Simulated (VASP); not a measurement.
# TePb (Fm-3m) in VASP: notebook

TePb is run at these levels: B3LYP, PBE; tasks: single point.

All numbers are computed with VASP 6.6.1; they aren't measurements. Logs are shortened: lines on timing, memory, paths and dates and some standing lists are left out, and cuts for length are marked.

## (1) The cell of the first run

Symmetry: Fm-3m, No. 225, cubic system. The conventional cell has a = 6.462 Å, b = 6.462 Å, c = 6.462 Å, α = 90.00°, β = 90.00°, γ = 90.00°. Within 4.3 Å of Pb (site symmetry m-3m) lie 6 Te at 3.23 Å. Within 4.3 Å of Te (site symmetry m-3m) lie 6 Pb at 3.23 Å.

## (2) Single point, B3LYP

The input, POSCAR:

```
TePb
1.0
    0.0000000000      3.2310000000      3.2310000000
    3.2310000000      0.0000000000      3.2310000000
    3.2310000000      3.2310000000      0.0000000000
Pb Te
1 1
Direct
    0.0000000000      0.0000000000      0.0000000000
    0.5000000000      0.5000000000      0.5000000000
```

The input, INCAR.step1:

```
  ALGO = Normal
  EDIFF = 1E-5
  ENCUT = 520
  GGA = PE
  ISIF = 2
  ISMEAR = -1
  LASPH = T
  LCHARG = F
  LREAL = F
  LWAVE = T
  NBANDS = 17
  NELM = 80
  PREC = Accurate
  SIGMA = 0.05
```

The input, INCAR.step2:

```
  AEXX = 0.2
  AGGAC = 0.81
  AGGAX = 0.72
  ALDAC = 0.19
  ALGO = Normal
  EDIFF = 1E-6
  ENCUT = 520
  GGA = B3
  ISIF = 2
  ISMEAR = -1
  ISTART = 1
  LASPH = T
  LCHARG = F
  LHFCALC = T
  LREAL = F
  LWAVE = F
  NBANDS = 17
  NELM = 80
  PREC = Accurate
  PRECFOCK = Normal
  SIGMA = 0.05
```

The input, KPOINTS:

```
k-points
0
Gamma
  4 4 4
```

Potentials or basis: VASP PAW PBE potentials, release 64 (Pb_d, Te).

Started as:

```bash
$ cat potpaw_PBE.64/Pb_d/POTCAR potpaw_PBE.64/Te/POTCAR > POTCAR
$ cp INCAR.step1 INCAR
$ mpirun -np 1 vasp_std > vasp.out
$ cp INCAR.step2 INCAR
$ mpirun -np 1 vasp_std > vasp.out
```

OUTCAR:

```text
AEXX = 0.2
   EDIFF = 1E-6
   ENCUT = 520
   GGA = B3
   ISIF = 2
   ISMEAR = -1
   ISTART = 1
   LASPH = T
   LHFCALC = T
   LREAL = F
   NELM = 80
   PREC = Accurate
   PRECFOCK = Normal

 ion  position               nearest neighbor table
   1  0.000  0.000  0.000-   2 3.23   2 3.23   2 3.23   2 3.23   2 3.23   2 3.23
   2  0.500  0.500  0.500-   1 3.23   1 3.23   1 3.23   1 3.23   1 3.23   1 3.23

  LATTYP: Found a face centered cubic cell.
 ALAT       =     6.4620000000

  Lattice vectors:

 A1 = (   0.0000000000,   3.2310000000,   3.2310000000)
 A2 = (   3.2310000000,   0.0000000000,   3.2310000000)
 A3 = (   3.2310000000,   3.2310000000,   0.0000000000)

Analysis of symmetry for initial positions (statically):
=====================================================================
 Subroutine PRICEL returns:
 Original cell was already a primitive cell.

 Routine SETGRP: Setting up the symmetry group for a
 face centered cubic supercell.

 Subroutine GETGRP returns: Found 48 space group operations
[... 9 lines left out ...]

 Routine SETGRP: Setting up the symmetry group for a
 face centered cubic supercell.

 Subroutine GETGRP returns: Found 48 space group operations
[... 11 lines left out ...]
                                     Primitive cell

  volume of cell :      67.4592

  direct lattice vectors                    reciprocal lattice vectors
     0.000000000  3.231000000  3.231000000    -0.154750851  0.154750851  0.154750851
     3.231000000  0.000000000  3.231000000     0.154750851 -0.154750851  0.154750851
     3.231000000  3.231000000  0.000000000     0.154750851  0.154750851 -0.154750851

  length of vectors
     4.569324020  4.569324020  4.569324020     0.268036337  0.268036337  0.268036337

  position of ions in fractional coordinates (direct lattice)
     0.000000000  0.000000000  0.000000000
     0.500000000  0.500000000  0.500000000

  ion indices of the primitive-cell ions
   primitive index   ion index
                 1           1
                 2           2

----------------------------------------------------------------------------------------

 KPOINTS: k-points

Automatic generation of k-mesh.
 Grid dimensions read from file:
 generate k-points for:    4    4    4

 Generating k-lattice:

  Cartesian coordinates                     Fractional coordinates (reciprocal lattice)
    -0.038687713  0.038687713  0.038687713     0.250000000  0.000000000  0.000000000
     0.038687713 -0.038687713  0.038687713     0.000000000  0.250000000  0.000000000
     0.038687713  0.038687713 -0.038687713     0.000000000  0.000000000  0.250000000

  Length of vectors
     0.067009084  0.067009084  0.067009084

  Shift w.r.t. Gamma in fractional coordinates (k-lattice)
     0.000000000  0.000000000  0.000000000

 Subroutine IBZKPT returns following result:
 ===========================================

 Found      8 irreducible k-points:

 Following reciprocal coordinates:
            Coordinates               Weight
  0.000000  0.000000  0.000000      1.000000
  0.250000  0.000000  0.000000      8.000000
  0.500000  0.000000  0.000000      4.000000
  0.250000  0.250000  0.000000      6.000000
  0.500000  0.250000  0.000000     24.000000
 -0.250000  0.250000  0.000000     12.000000
  0.500000  0.500000  0.000000      3.000000
 -0.250000  0.500000  0.250000      6.000000
   k-points           NKPTS =      8   k-points in BZ     NKDIM =     64   number of bands    NBANDS=     17
   number of dos      NEDOS =    301   number of ions     NIONS =      2
   total plane-waves  NPLWV =  46656
   dimension x,y,z NGX =    36 NGY =   36 NGZ =   36
   dimension x,y,z NGXF=    72 NGYF=   72 NGZF=   72
   ions per type =               1   1
   NGX,Y,Z   is equivalent  to a cutoff of  13.10, 13.10, 13.10 a.u.
   NGXF,Y,Z  is equivalent  to a cutoff of  26.20, 26.20, 26.20 a.u.
 SYSTEM =  unknown system
   PREC   = accura    normal or accurate (medium, high low for compatibility)
   ISTART =      1    job   : 0-new  1-cont  2-samecut
   ICHARG =      0    charge: 1-file 2-atom 10-const
   ISPIN  =      1    spin polarized calculation?
   LNONCOLLINEAR =      F non collinear calculations
   LSORBIT =      F    spin-orbit coupling
   LASPH  =      T    aspherical Exc in radial PAW
   ENCUT  =  520.0 eV  38.22 Ry    6.18 a.u.   8.50  8.50  8.50*2*pi/ulx,y,z
   NELM   =     80;   NELMIN=  2; NELMDL=  0     # of ELM steps
   EDIFF  = 0.1E-05   stopping-criterion for ELM
   LREAL  =      F    real-space projection
   EDIFFG = 0.1E-04   stopping-criterion for IOM
   NSW    =      0    number of steps for IOM
   IBRION =     -1    ionic relax: 0-MD 1-quasi-New 2-CG
   NFREE  =      0    steps in history (QN), initial steepest desc. (CG)
   ISIF   =      2    stress and relaxation
   ISYM   =      3    0-nonsym 1-usesym 2-fastsym
   POTIM  = 0.5000    time-step for ionic-motion
   TEBEG  =    0.0;   TEEND  =   0.0 temperature during run
   PSTRESS=    0.0 pullay stress
   NELECT =      20.0000    total number of electrons
   NUPDOWN=      -1.0000    fix difference up-down
   EMIN   =  10.00;   EMAX   =-10.00  energy-range for DOS
   EFERMI =   0.00;   METHOD = LEGACY
   ISMEAR =    -1;   SIGMA  =   0.05  broadening in eV -4-tet -1-fermi 0-gaus
   EFERMI_NEDOS =   21; number of points for ismear=-14 and -15
   IALGO  =     38    algorithm
   IMIX   =      1    mixing-type and parameters
     AMIX     =   0.40;   BMIX     =  1.00
     AMIX_MAG =   1.60;   BMIX_MAG =  1.00
  volume/ion in A,a.u.               =      33.73       227.62
  Fermi-wavevector in a.u.,A,eV,Ry     =   1.091619  2.062861 16.213147  1.191633
  Thomas-Fermi vector in A             =   2.227868
   LORBIT       =      0    0 simple, 1 ext, 2 COOP (PROOUT), +10 PAW based schemes
   GGA     = B3    functional components
   LHFCALC =     T    Hartree Fock is set to
   PRECFOCK=normal    Normal, Fast or Accurate (Low or Medium for compatibility)
   ENCUT4O =  -1.0   cutoff for four orbital integrals eV
   NKREDX  =     1    reduce k-point grid by
   NKREDY  =     1    reduce k-point grid by
   NKREDZ  =     1    reduce k-point grid by
   AEXX    =    0.2000 exact exchange contribution
   HFSCREEN=    0.0000 screening length (either q_TF or 0.3 A-1)
   HFSCREENC=   0.0000 screening length for correlation (either q_TF or 0.3 A-1)
   ENCUTFOCK=  -1.0 apply spherical cutoff to Coloumb kernel
   IVDW    =     0    specifies the selected vdW correction
   LEPSILON=     F    determine dielectric tensor
   LRPA    =     F    only Hartree local field effects (RPA)
 non-spin polarized calculation
  energy-cutoff  :      520.00
  volume of cell :       67.46
 maximum number of plane-waves:      1837
 NGX is ok and might be reduce to    36
  NGX = 28; NGY = 28; NGZ = 28

 number of electron      20.0000003 magnetization

 Free energy of the ion-electron system (eV)
  ---------------------------------------------------
  ext. energy  EPLUGINS =         0.00000000
  ---------------------------------------------------
  free energy    TOTEN  =        -8.39526785 eV

  energy without entropy =       -8.39526783  energy(sigma->0) =       -8.39526784

 E-fermi :   6.2124     XC(G=0):  -7.3633

 val. band max:        5.4057297476   @ k =   0.5000   0.0000   0.0000
 cond. band min:       7.0193275555   @ k =   0.5000   0.0000   0.0000
 fundamental gap:      1.6135978079
 Fermi energy:         6.2124166451

 k-point     1 :       0.0000    0.0000    0.0000
  band No.  band energies     occupation
      1     -12.8992      2.00000
      2     -12.8992      2.00000
      3     -12.8778      2.00000
      4     -12.8778      2.00000
      5     -12.8778      2.00000
      6      -7.7213      2.00000
[... 9 lines left out ...]
     16      12.4143      0.00000
     17      14.2112      0.00000

 k-point     2 :       0.2500    0.0000    0.0000
  band No.  band energies     occupation
      1     -12.9073      2.00000
      2     -12.9073      2.00000
      3     -12.8767      2.00000
      4     -12.8701      2.00000
      5     -12.8701      2.00000
      6      -7.1584      2.00000
[... 9 lines left out ...]
     16      13.5578      0.00000
     17      17.1715      0.00000

 k-point     3 :       0.5000    0.0000    0.0000
  band No.  band energies     occupation
      1     -12.9163      2.00000
      2     -12.9163      2.00000
      3     -12.8759      2.00000
      4     -12.8615      2.00000
      5     -12.8615      2.00000
      6      -6.1597      2.00000
[... 9 lines left out ...]
     16      15.9941      0.00000
     17      15.9941      0.00000

 k-point     4 :       0.2500    0.2500    0.0000
  band No.  band energies     occupation
      1     -12.9279      2.00000
      2     -12.8938      2.00000
      3     -12.8826      2.00000
      4     -12.8655      2.00000
      5     -12.8655      2.00000
      6      -6.9808      2.00000
[... 9 lines left out ...]
     16      15.1484      0.00000
     17      15.2493      0.00000

 k-point     5 :       0.5000    0.2500    0.0000
  band No.  band energies     occupation
      1     -12.9400      2.00000
      2     -12.9017      2.00000
      3     -12.8781      2.00000
      4     -12.8616      2.00000
      5     -12.8575      2.00000
      6      -6.0545      2.00000
[... 9 lines left out ...]
     16      16.4469      0.00000
     17      17.2985      0.00000

 k-point     6 :      -0.2500    0.2500    0.0000
  band No.  band energies     occupation
      1     -12.9201      2.00000
      2     -12.9129      2.00000
      3     -12.8715      2.00000
      4     -12.8664      2.00000
      5     -12.8645      2.00000
      6      -6.3609      2.00000
[... 9 lines left out ...]
     16      15.3590      0.00000
     17      16.1726      0.00000

 k-point     7 :       0.5000    0.5000    0.0000
  band No.  band energies     occupation
      1     -12.9656      2.00000
      2     -12.8883      2.00000
      3     -12.8875      2.00000
      4     -12.8523      2.00000
      5     -12.8523      2.00000
      6      -5.8909      2.00000
[... 9 lines left out ...]
     16      17.7438      0.00000
     17      17.9545      0.00000

 k-point     8 :      -0.2500    0.5000    0.2500
  band No.  band energies     occupation
      1     -12.9463      2.00000
      2     -12.9031      2.00000
      3     -12.8705      2.00000
      4     -12.8705      2.00000
      5     -12.8522      2.00000
      6      -5.7173      2.00000
[... 9 lines left out ...]
     16      17.8611      0.00000
     17      17.8914      0.00000

------------------------ aborting loop because EDIFF is reached ----------------------------------------

  FORCE on cell =-STRESS in cart. coord.  units (eV):
  Direction    XX          YY          ZZ          XY          YZ          ZX
  --------------------------------------------------------------------------------------
  -------------------------------------------------------------------------------------
  Total        1.7186395      1.7186395      1.7186395      0.0000000      0.0000000     -0.0000000
  in kB       40.8182612     40.8182612     40.8182612      0.0000000      0.0000000     -0.0000000
  external PRESSURE =      40.8182612 kB  Pullay stress =       0.0000000 kB

 VOLUME and BASIS-vectors are now :
 -----------------------------------------------------------------------------
  energy-cutoff  :      520.00
  volume of cell :       67.46
      direct lattice vectors                 reciprocal lattice vectors
     0.000000000  3.231000000  3.231000000    -0.154750851  0.154750851  0.154750851
     3.231000000  0.000000000  3.231000000     0.154750851 -0.154750851  0.154750851
     3.231000000  3.231000000  0.000000000     0.154750851  0.154750851 -0.154750851

 POSITION                                       TOTAL-FORCE (eV/Angst)
 -----------------------------------------------------------------------------------
      0.00000      0.00000      0.00000         0.000000      0.000000     -0.000000
      3.23100      3.23100      3.23100         0.000000      0.000000      0.000000
 -----------------------------------------------------------------------------------
    total drift:                                0.000005      0.000003      0.000005

  FREE ENERGIE OF THE ION-ELECTRON SYSTEM (eV)
  ---------------------------------------------------
  free  energy   TOTEN  =        -8.3952678548 eV

  energy  without entropy=       -8.3952678338  energy(sigma->0) =       -8.39526784
```

It took 13 min on 1 thread of AMD EPYC 7R13 (Zen 3), shared host; peak memory 0.19 GiB.

What came out:

* Free energy: -8.3953 eV
* Pressure: 4.1 GPa
* Band gap on the k mesh: 1.61 eV, direct

Levels at points of the mesh, in eV from the valence-band top:
```tsv
k point	band 7	band 8	band 9	band 10	band 11	band 12	band 13	band 14
(0.00, 0.00, 0.00)	-6.06	-1.59	-1.59	-1.59	5.10	5.10	5.10	7.01
(0.50, 0.00, 0.00)	-9.41	-1.07	-1.07	0.00	1.61	2.07	2.07	9.84
(0.50, 0.50, 0.00)	-7.96	-4.97	-3.15	-3.15	4.45	6.58	6.58	7.94
```

Caveat: the k points lie up to 0.42 Å⁻¹ apart; the PAW data sets were made with another functional, which shifts forces and pressure a little; spin-orbit coupling is left out, which moves the levels of the heavy elements.

## (3) Single point, PBE

The input, INCAR:

```
ALGO = Normal
EDIFF = 1E-6
ENCUT = 520
GGA = PE
ISIF = 2
ISMEAR = -1
LASPH = True
LCHARG = True
LELF = True
LREAL = False
LVHAR = True
LWAVE = False
NBANDS = 17
NELM = 80
PREC = Accurate
SIGMA = 0.05
```

The input, KPOINTS:

```
k-points
0
Gamma
  5 5 5
```

POSCAR is that of step 2.

Potentials or basis: VASP PAW PBE potentials, release 64 (Pb_d, Te).

Started as:

```bash
$ cat potpaw_PBE.64/Pb_d/POTCAR potpaw_PBE.64/Te/POTCAR > POTCAR
$ mpirun -np 1 vasp_std > vasp.out
```

It took 26 s on 1 thread of Intel Xeon 8259CL, shared host; peak memory 0.2 GiB.

The run converged. Its results:

- Free energy: -7.5028 eV
- Pressure: 2.1 GPa

Levels at points of the mesh, in eV from the Fermi level:
| k point | band 7 | band 8 | band 9 | band 10 | band 11 | band 12 | band 13 | band 14 |
| --- | --- | --- | --- | --- | --- | --- | --- | --- |
| (0.00, 0.00, 0.00) | -6.06 | -1.81 | -1.81 | -1.81 | 3.62 | 3.62 | 3.62 | 5.33 |

Caveat: this odd mesh misses L, where the gap lies, so gap, dielectric constants and Born charges aren't listed; spin-orbit coupling is left out, which moves the levels of the heavy elements.

## (4) Single point, PBE

This run uses another cell than the first one, of 35.49 Å³/atom, 1.052 times its volume.

The input, INCAR:

```
SYSTEM = TePb
PREC = Accurate ; ENCUT = 520
EDIFF = 1E-7 ; ISMEAR = -1
SIGMA = 0.05 ; LREAL = .FALSE.
LASPH = .TRUE. ; NELM = 80
ALGO = Normal ; ISIF = 2
LWAVE = .FALSE. ; LCHARG = .TRUE.
GGA = PE ; LELF = .TRUE.
LVHAR = .TRUE. ; NBANDS = 17
```

The input, KPOINTS:

```
regular mesh
0
G
  5 5 5
  0 0 0
```

The input, POSCAR:

```
TePb
1.0
    0.0000000000      3.2861428685      3.2861428685
    3.2861428685      0.0000000000      3.2861428685
    3.2861428685      3.2861428685      0.0000000000
Pb Te
1 1
Direct
    0.0000000000      0.0000000000      0.0000000000
    0.5000000000      0.5000000000      0.5000000000
```

Started as:

```bash
$ cat potpaw_PBE.64/Pb_d/POTCAR potpaw_PBE.64/Te/POTCAR > POTCAR
$ mpirun -np 1 vasp_std > vasp.out
```

Wall time 32 s (1 thread of Intel Xeon 8259CL, shared host); peak memory 0.2 GiB.

The run converged. Its results:

```yaml
Free_energy: -7.5244 eV
Pressure: -0.1 GPa
```

Levels at points of the mesh, in eV from the Fermi level:
| k point | band 7 | band 8 | band 9 | band 10 | band 11 | band 12 | band 13 | band 14 |
| --- | --- | --- | --- | --- | --- | --- | --- | --- |
| (0.00, 0.00, 0.00) | -6.23 | -1.67 | -1.67 | -1.67 | 3.51 | 3.51 | 3.51 | 5.40 |

Caveat: this odd mesh misses L, where the gap lies, so gap, dielectric constants and Born charges aren't listed; spin-orbit coupling is left out, which moves the levels of the heavy elements.

## (5) Overview

```tsv
level	cell	k mesh	grid for exact exchange (PRECFOCK)	pressure (GPa)
B3LYP	a = 4.569 Å, angles 60.0°, 2 atoms	4 × 4 × 4	Normal	4.1
PBE	a = 4.569 Å, angles 60.0°, 2 atoms	5 × 5 × 5	-	2.1
PBE	a = 4.647 Å, angles 60.0°, 2 atoms	5 × 5 × 5	-	-0.1
```

Alike in all rows: task single point; potentials or basis VASP PAW PBE potentials, release 64 (Pb_d, Te); no spin polarisation; cutoff (eV) 520; smearing fermi-dirac 0.05 eV.

Caveats: some runs use coarse meshes; spin-orbit coupling is left out, which moves the levels of the heavy elements; the PAW data sets were made with another functional, which shifts forces and pressure a little (some runs).

Total energies depend on the potentials used, so only differences within one code and one set of settings carry meaning.
